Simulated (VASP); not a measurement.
Set up this calculation in VASP 6.6.1, as the native input.

```yaml
Task: single point
Functional: PBEsol
Potentials_or_basis: VASP PAW PBE potentials, release 64 (Si)
Cutoff: 520 eV
k_mesh: 10 × 10 × 8
Occupations: gaussian, width 0.02 eV
Spin: no spin polarisation
Dipole_correction: no
Further_INCAR_settings: ALGO = Normal; EDIFF = 1e-06; NBANDS = 16
```

The structure of Si lies in POSCAR:

```
Si
1.0
    2.8799321064      2.8799321064      0.0000000000
   -2.8799321064      2.8799321064      0.0000000000
    0.0000000000      0.0000000000      5.7598642128
Si
4
Direct
    0.0000000000      0.5000000000      0.2500000000
    0.0000000000      0.0000000000      0.5000000000
    0.5000000000      0.0000000000      0.7500000000
    0.5000000000      0.5000000000      0.0000000000
```

This cell differs from its parent crystal: equal strain along all axes, cell held: +6.0 %.

One way to write it, as run:

INCAR

```
PREC     = Accurate       # precision mode
ENCUT    = 520            # plane-wave cutoff, eV
EDIFF    = 1E-6           # SCF threshold, eV
ISMEAR   = 0              # smearing method
SIGMA    = 0.02           # smearing width, eV
LREAL    = False          # projectors in reciprocal space
LASPH    = True           # aspherical terms in the spheres
NELM     = 100            # most SCF steps
ALGO     = Normal         # electronic algorithm
ISIF     = 2              # what is computed and relaxed
LWAVE    = False          # write WAVECAR
LCHARG   = False          # write CHGCAR
GGA      = PS             # functional
NBANDS   = 16             # bands
```

KPOINTS

```
Automatic mesh
0
Gamma
  10 10 8
```

Potentials or basis: VASP PAW PBE potentials, release 64 (Si).

Run with:

```bash
$ cat potpaw_PBE.64/Si/POTCAR > POTCAR
$ mpirun -np 1 vasp_std > vasp.out
```

Results of the run:

The pressure is -11.1 GPa and the band gap on the k mesh is 0.73 eV.

Caveat: the cell differs from its parent crystal (equal strain along all axes, cell held: +6.0 %); the PAW data sets were made with another functional, which shifts forces and pressure a little.

Run time: 100 s on 1 thread of AMD EPYC 7R13, on a shared host, peak memory 0.26 GiB.
